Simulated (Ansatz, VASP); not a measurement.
## HgTe: VASP beside Ansatz

```
Hg Te
1.0
     0.00000    3.26592    3.26592
     3.26592    0.00000    3.26592
     3.26592    3.26592    0.00000
Hg Te
1 1
Direct
  0.00000 0.00000 0.00000
  0.75000 0.75000 0.75000
```

Change from the starting cell: volume scaled by 1.04.

Alike in both runs: task single point; functional LDA; k mesh 11 × 11 × 11; occupations fermi-dirac, width 0.03 eV; no spin polarisation.

```csv
,VASP,Ansatz
version,VASP 6.6.1,Ansatz 0.2.0
potentials or method,"VASP PAW LDA potentials, release 64 (Hg, Te), cutoff 520 eV","all-electron LAPW, scalar-relativistic"
```

Ansatz gave:

```
pressure (GPa) : -1.9
```

Problem. Estimate VASP's values.

Solution. Pressure (GPa): -1.7.

LDA's correlation is that of Perdew and Zunger in VASP and of Perdew and Wang (1992) in Ansatz. Ansatz ran all-electron here, and VASP with PAW potentials.

Spin-orbit coupling is off throughout.
